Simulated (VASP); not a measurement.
# Ta (Im-3m) in VASP: further runs, part 2 of 2

VASP 6.6.1. Earlier steps stand in the parts before.

### Step 3. Single point, r2SCAN

This run uses another cell than the first one, of the same volume but with other edges.

POSCAR

```
Ta
1.0
    4.6733724140      0.0000000000      0.0000000000
   -2.3366862070      4.0472592318      0.0000000000
    2.3366862070      1.3490864106      0.9539481493
Ta
1
Direct
    0.0000000000      0.0000000000      0.0000000000
```

INCAR.step1

```
  PREC = Accurate
  ENCUT = 520
  ISMEAR = 0
  SIGMA = 0.1
  LREAL = False
  LASPH = True
  NELM = 100
  NBANDS = 12
  ISYM = 0
  GGA = PE
  ALGO = Normal
  EDIFF = 1E-4
  LWAVE = True
  LCHARG = False
```

INCAR.step2

```
  PREC = Accurate
  ENCUT = 520
  EDIFF = 1E-7
  ISMEAR = 0
  SIGMA = 0.1
  LREAL = False
  LASPH = True
  NELM = 100
  ALGO = Normal
  ISIF = 2
  LWAVE = False
  LCHARG = True
  METAGGA = R2SCAN
  LMIXTAU = True
  LELF = True
  LVHAR = True
  NBANDS = 12
  ISYM = 0
  ISTART = 1
```

KPOINTS

```
regular mesh
0
Gamma
  9 9 35
```

Potentials or basis: VASP PAW PBE potentials, release 64 (Ta_pv).

Started as:

```bash
$ cat potpaw_PBE.64/Ta_pv/POTCAR > POTCAR
$ cp INCAR.step1 INCAR
$ mpirun -np 1 vasp_std > vasp.out
$ cp INCAR.step2 INCAR
$ mpirun -np 1 vasp_std > vasp.out
```

OUTCAR:

```text
PREC = Accurate
   ENCUT = 520
   EDIFF = 1E-7
   ISMEAR = 0
   LREAL = False
   LASPH = True
   NELM = 100
   ISIF = 2
   METAGGA = R2SCAN
   ISYM = 0
   ISTART = 1

 ion  position               nearest neighbor table
   1  0.000  0.000  0.000-

IMPORTANT INFORMATION: All symmetrisations will be switched off!
NOSYMM: (Re-)initialisation of all symmetry stuff for point group C_1.

----------------------------------------------------------------------------------------

                                     Primitive cell

  volume of cell :      18.0433

  direct lattice vectors                    reciprocal lattice vectors
     4.673372414  0.000000000  0.000000000     0.213978239  0.123540394 -0.698850003
    -2.336686207  4.047259232  0.000000000     0.000000000  0.247080788 -0.349425001
     2.336686207  1.349086411  0.953948149     0.000000000  0.000000000  1.048275004

  length of vectors
     4.673372414  4.673372414  2.861844448     0.741242364  0.427956478  1.048275004

  position of ions in fractional coordinates (direct lattice)
     0.000000000  0.000000000  0.000000000

  ion indices of the primitive-cell ions
   primitive index   ion index
                 1           1

----------------------------------------------------------------------------------------

 KPOINTS: regular mesh

Automatic generation of k-mesh.
 Grid dimensions read from file:
 generate k-points for:    9    9   35

 Generating k-lattice:

  Cartesian coordinates                     Fractional coordinates (reciprocal lattice)
     0.023775360  0.013726710 -0.077650000     0.111111111  0.000000000  0.000000000
     0.000000000  0.027453421 -0.038825000     0.000000000  0.111111111  0.000000000
     0.000000000  0.000000000  0.029950714     0.000000000  0.000000000  0.028571429

  Length of vectors
     0.082360263  0.047550720  0.029950714

  Shift w.r.t. Gamma in fractional coordinates (k-lattice)
     0.000000000  0.000000000  0.000000000

[... 92 lines left out ...]
     AMIX_MAG =   1.60;   BMIX_MAG =  1.00
  volume/ion in A,a.u.               =      18.04       121.76
  Fermi-wavevector in a.u.,A,eV,Ry     =   1.388141  2.623207 26.217558  1.926936
  Thomas-Fermi vector in A             =   2.512296
   LORBIT       =      0    0 simple, 1 ext, 2 COOP (PROOUT), +10 PAW based schemes
   METAGGA = R2SCAN    functional components
   LHFCALC =     F    Hartree Fock is set to
   AEXX    =    0.0000 exact exchange contribution
   IVDW    =     0    specifies the selected vdW correction
   LEPSILON=     F    determine dielectric tensor
   LRPA    =     F    only Hartree local field effects (RPA)
 non-spin polarized calculation
 Gauss-broadening in eV      SIGMA  =   0.10
  energy-cutoff  :      520.00
  volume of cell :       18.04
 maximum number of plane-waves:       496
   NGX = 17   NGY = 17   NGZ = 11

 number of electron      11.0000000 magnetization

 Free energy of the ion-electron system (eV)
  ---------------------------------------------------
  ext. energy  EPLUGINS =         0.00000000
  ---------------------------------------------------
  free energy    TOTEN  =       -48.58124534 eV

  energy without entropy =      -48.57455313  energy(sigma->0) =      -48.57789923

 E-fermi :   5.3033     XC(G=0): -13.7614

 val. band max:        5.3031618118   @ k =  -0.2222   0.4444   0.0286
 cond. band min:       5.3052478907   @ k =   0.1111   0.2222  -0.0000
 fundamental gap:      0.0020860788
 Fermi energy:         5.3033304714

 k-point     1 :       0.0000    0.0000    0.0000
  band No.  band energies     occupation
      1     -28.9222      2.00000
      2     -28.9216      2.00000
      3     -28.9188      2.00000
      4      -3.0119      2.00000
      5       6.1504      0.00000
      6       6.1517      0.00000
      7       6.1536      0.00000
      8       9.6331      0.00000
      9       9.6334      0.00000
     10      17.4092      0.00000
     11      21.0785      0.00000
     12      21.0798      0.00000
[... 331 lines left out ...]
 k-point    24 :       0.0000    0.3333   -0.0000
  band No.  band energies     occupation
      1     -29.8625      2.00000
      2     -29.2182      2.00000
      3     -28.9257      2.00000
      4       0.3669      2.00000
      5       4.2417      2.00000
      6       5.2617      1.44355
      7       9.3530      0.00000
      8      10.0908      0.00000
      9      10.6569      0.00000
     10      17.4073      0.00000
     11      19.6777      0.00000
     12      20.4992      0.00000

 [... further k-points ...]
[... 5 lines left out ...]
  --------------------------------------------------------------------------------------
  -------------------------------------------------------------------------------------
  Total        0.0905571      0.0736246      0.0914214      0.0146424      0.0023797      0.0041103
  in kB        8.0411232      6.5375825      8.1178693      1.3001940      0.2113086      0.3649768
  external PRESSURE =       7.5655250 kB  Pullay stress =       0.0000000 kB

 VOLUME and BASIS-vectors are now :
 -----------------------------------------------------------------------------
  energy-cutoff  :      520.00
  volume of cell :       18.04
      direct lattice vectors                 reciprocal lattice vectors
     4.673372414  0.000000000  0.000000000     0.213978239  0.123540394 -0.698850003
    -2.336686207  4.047259232  0.000000000     0.000000000  0.247080788 -0.349425001
     2.336686207  1.349086411  0.953948149     0.000000000  0.000000000  1.048275004

 POSITION                                       TOTAL-FORCE (eV/Angst)
 -----------------------------------------------------------------------------------
      0.00000      0.00000      0.00000        -0.000000     -0.000000      0.000000
 -----------------------------------------------------------------------------------
    total drift:                               -0.000000     -0.000000      0.000000

  FREE ENERGIE OF THE ION-ELECTRON SYSTEM (eV)
  ---------------------------------------------------
  free  energy   TOTEN  =       -48.5812453360 eV

  energy  without entropy=      -48.5745531282  energy(sigma->0) =      -48.57789923
```

OSZICAR.step1:

```text
N       E                     dE             d eps       ncg     rms          rms(c)
DAV:   1     0.610621429114E+02    0.61062E+02   -0.61128E+03 34112   0.875E+02
DAV:   2    -0.112525983856E+02   -0.72315E+02   -0.70516E+02 37776   0.245E+02
DAV:   3    -0.122723284013E+02   -0.10197E+01   -0.10100E+01 40884   0.274E+01
DAV:   4    -0.122750084132E+02   -0.26800E-02   -0.26797E-02 37640   0.156E+00
DAV:   5    -0.122750173532E+02   -0.89400E-05   -0.89400E-05 39148   0.856E-02    0.135E+01
DAV:   6    -0.119204334280E+02    0.35458E+00   -0.28554E-01 40380   0.578E+00    0.655E+00
DAV:   7    -0.118134490903E+02    0.10698E+00   -0.25691E-01 39540   0.510E+00    0.380E-01
DAV:   8    -0.118125647779E+02    0.88431E-03   -0.74501E-03 37060   0.736E-01    0.164E-01
DAV:   9    -0.118125425399E+02    0.22238E-04   -0.13616E-04 34456   0.126E-01
   1 F= -.11812543E+02 E0= -.11808857E+02  d E =-.737090E-02
```

Run time: 62 min. Hardware: 1 thread of Oxide Virtual Turin-like, shared host; peak memory 0.4 GiB.

Results:

| Property | Result |
| --- | --- |
| Free energy | -48.5812 eV |
| Pressure | 0.8 GPa |

Caveat: the k points lie up to 0.52 Å⁻¹ apart; the PAW data sets were made with another functional, which shifts forces and pressure a little; spin-orbit coupling is left out, which moves the levels of the heavy elements.
